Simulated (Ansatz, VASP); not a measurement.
# Two plane-wave programs on Be2Se3

```xyz
5
Lattice="8.0534 0.0000 0.0000 0.0000 1.8379 3.3233 0.0000 -1.8379 3.3233" Properties=species:S:1:pos:R:3 pbc="T T T"
Be    6.0141    0.0000    2.9359
Be    2.0393    0.0000    2.9359
Se    6.7305    0.0000    5.1528
Se    1.3228    0.0000    5.1528
Se    4.0267    0.0000    3.6938
```

Alike in both runs: functional PBE; k mesh 4 × 10 × 10; occupations gaussian, width 0.1 eV; no spin polarisation.

Ansatz relaxed the structure, and its values are those at the end. VASP's run is a single point on that final structure, the one shown.

|  | VASP | Ansatz |
| --- | --- | --- |
| version | VASP 6.6.1 | Ansatz 0.2.0 |
| potentials or method | VASP PAW PBE potentials, release 64 (Be, Se), cutoff 520 eV | scalar-relativistic, plane waves, PAW |
| valence electrons in the cell | 22 | 52 |

```tsv
	VASP	Ansatz	Ansatz less VASP
gap on the k mesh at the Fermi level (eV)	none	none	-
pressure (GPa)	0.1	0.0	-0.12
rms of the force components (eV/Å)	0.005	0.001	-0.0043
```

A gap of «none» marks a metal or a gap that the smearing closes. VASP's potentials hold 22 valence electrons a cell and Ansatz's 52, so a difference there can come from the potentials and not from the codes.
